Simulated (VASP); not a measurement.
CoGe2Ru, 8 atoms in the cell. It takes space group Cmcm (No. 63, orthorhombic). Conventional cell: a = 3.772 Å, b = 12.516 Å, c = 4.985 Å, α = 90.00°, β = 90.00°, γ = 90.00°. Within 3.1 Å of Co (site symmetry 2/m) lie 6 Ge at 2.38 to 2.42 Å and 2 Co at 2.49 Å and 2 Ru at 2.72 Å. Ge (site symmetry m2m) has 2 Co at 2.42 Å and 4 Ru at 2.52 to 2.59 Å within 3.2 Å. Ge (site symmetry m2m) has 4 Co at 2.38 Å and 2 Ru at 2.51 Å and 2 Ge at 2.92 Å within 3.1 Å. Ru (site symmetry m2m) has 6 Ge at 2.51 to 2.59 Å and 2 Co at 2.72 Å within 3.3 Å. 

* Program: VASP 6.6.1
* Task: single point
* Functional: PBE
* Potentials or basis: VASP PAW PBE potentials, release 64 (Co, Ge_d, Ru_pv)
* Cutoff: 520 eV
* k mesh: 6 × 4 × 6
* Occupations: gaussian, width 0.2 eV
* Spin: no spin polarisation
* Dipole correction: no
* Further INCAR settings: ALGO = Normal; EDIFF = 1e-06; NBANDS = 61

Potentials or basis: VASP PAW PBE potentials, release 64 (Co, Ge_d, Ru_pv).

Run with:

```bash
$ cat potpaw_PBE.64/Co/POTCAR potpaw_PBE.64/Ge_d/POTCAR potpaw_PBE.64/Ru_pv/POTCAR > POTCAR
$ mpirun -np 1 vasp_std > vasp.out
```

Hardware: 1 thread of Intel(R) Xeon(R) 6975P-C (Granite Rapids) (shared host).

Problem. Estimate the wall time of this run.

Solution. Run time: 2.5 min on 1 thread of Intel(R) Xeon(R) 6975P-C (Granite Rapids), with other jobs on the host, peak memory 0.37 GiB. Counts: scf iterations 16, k points 39.
